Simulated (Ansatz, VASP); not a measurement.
## Ce3CoBr3: VASP beside Ansatz

```
Ce Co Br
1.0
     5.77723    0.00000    0.00000
     0.00000    5.77723    0.00000
     0.00000    0.00000    5.77723
Ce Co Br
3 1 3
Direct
  0.50000 0.50000 0.00000
  0.00000 0.50000 0.50000
  0.50000 0.00000 0.50000
  0.50000 0.50000 0.50000
  0.50000 0.00000 0.00000
  0.00000 0.50000 0.00000
  0.00000 0.00000 0.50000
```

Alike in both runs: functional PBEsol; k mesh 3 × 3 × 3; no spin polarisation.

Ansatz relaxed the structure, and its values are those at the end. VASP's run is a single point on that final structure, the one shown.

|  | VASP | Ansatz |
| --- | --- | --- |
| version | VASP 6.6.1 | Ansatz 0.2.0 |
| potentials or method | VASP PAW PBE potentials, release 64 (Ce, Co, Br), cutoff 520 eV | PAW plane waves |
| occupations | fermi-dirac, width 0.1 eV | fermi-dirac |
| valence electrons in the cell | 66 | 74 |

```csv
,VASP,Ansatz,Ansatz less VASP
gap on the k mesh at the Fermi level (eV),none,none,-
pressure (GPa),-0.3,0.0,+0.24
```

VASP's potentials were made for PBE, not for PBEsol. A gap of «none» marks a metal or a gap that the smearing closes. VASP's potentials hold 66 valence electrons a cell and Ansatz's 74, so a difference there can come from the potentials and not from the codes.

The k mesh is coarse, so the values compare programs but aren't converged. Neither program's run includes spin-orbit coupling.
